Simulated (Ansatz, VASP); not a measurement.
## Two plane-wave programs on Si2As

```
Si As
1.0
     0.00000    3.07380    3.07380
     3.07380    0.00000    3.07380
     3.07380    3.07380    0.00000
Si As
2 1
Direct
  0.25000 0.25000 0.25000
  0.75000 0.75000 0.75000
  0.00000 0.00000 0.00000
```

Alike in both runs: functional PBE; k mesh 6 × 6 × 6; occupations gaussian, width 0.1 eV; no spin polarisation.

Ansatz relaxed the structure, and its values are those at the end. VASP's run is a single point on that final structure, the one shown.

```csv
,VASP,Ansatz
version,VASP 6.6.1,Ansatz 0.2.0
potentials or method,"VASP PAW PBE potentials, release 64 (Si, As), cutoff 520 eV","scalar-relativistic, plane waves, PAW"
valence electrons in the cell,13,23
```

|  | VASP | Ansatz | Ansatz less VASP |
| --- | --- | --- | --- |
| gap on the k mesh at the Fermi level (eV) | none | none | - |
| pressure (GPa) | 0.1 | 0.0 | -0.13 |

A gap of «none» marks a metal or a gap that the smearing closes. VASP's potentials hold 13 valence electrons a cell and Ansatz's 23, so a difference there can come from the potentials and not from the codes.
